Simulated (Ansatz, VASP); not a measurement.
**BAs: VASP beside Ansatz**

```
B As
1.0
     4.89774    0.00000    0.00000
    -2.44887    4.24156    0.00000
     0.00000    0.00000    3.95158
B As
3 3
Direct
  0.50000 0.00000 0.00000
  0.50000 0.50000 0.00000
  0.00000 0.50000 0.00000
  0.00000 0.00000 0.00000
  0.33333 0.66667 0.50000
  0.66667 0.33333 0.50000
```

Alike in both runs: task relaxation of cell and atoms; functional PBE; k mesh 12 × 12 × 10; occupations gaussian, width 0.1 eV; no spin polarisation.

```csv
,VASP,Ansatz
version,VASP 6.6.1,Ansatz 0.2.0
potentials or method,"VASP PAW PBE potentials, release 64 (B, As), cutoff 600 eV","scalar-relativistic, plane waves, PAW"
valence electrons in the cell,24,54
```

|  | VASP | Ansatz | Ansatz less VASP |
| --- | --- | --- | --- |
| gap on the k mesh at the Fermi level, each at its own relaxed structure (eV) | none | none | - |
| relaxed volume (Å³/atom) | 13.88 | 13.84 | -0.039 |
| relaxed cell length with the largest relative difference (Å) | 3.062 | 3.057 | -0.0048 |

A gap of «none» marks a metal or a gap that the smearing closes. VASP's potentials hold 24 valence electrons a cell and Ansatz's 54, so a difference there can come from the potentials and not from the codes.
